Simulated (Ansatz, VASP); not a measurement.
ZnO: VASP beside Ansatz

```
Zn O
1.0
     3.24940    0.00000    0.00000
    -1.62470    2.81406    0.00000
     0.00000    0.00000    5.20380
Zn O
2 2
Direct
  0.33333 0.66667 0.00000
  0.66667 0.33333 0.50000
  0.33333 0.66667 0.38300
  0.66667 0.33333 0.88300
```

Alike in both runs: task single point; functional LDA; k mesh 6 × 6 × 4; occupations gaussian, width 0.1 eV; no spin polarisation.

|  | VASP | Ansatz |
| --- | --- | --- |
| version | VASP 6.6.1 | Ansatz 0.2.0 |
| potentials or method | VASP PAW LDA potentials, release 64 (Zn, O), cutoff 520 eV | scalar-relativistic, plane waves, PAW |
| valence electrons in the cell | 36 | 36 |

```csv
,VASP,Ansatz,Ansatz less VASP
gap on the k mesh at the Fermi level (eV),0.74,0.73,-0.011
least direct gap on the mesh (eV),0.74,0.73,-0.011
pressure (GPa),-6.0,-7.1,-1.03
"traceless stress, the component that is largest in VASP (GPa)",0.15,0.19,+0.033
rms of the force components (eV/Å),0.039,0.038,-0.0014
```

Ansatz warns that its potentials were made for another functional, while VASP's fit it. LDA's correlation is that of Perdew and Zunger in VASP and of Perdew and Wang (1992) in Ansatz. Atom by atom the forces differ by 0.001 eV/Å (rms over components).
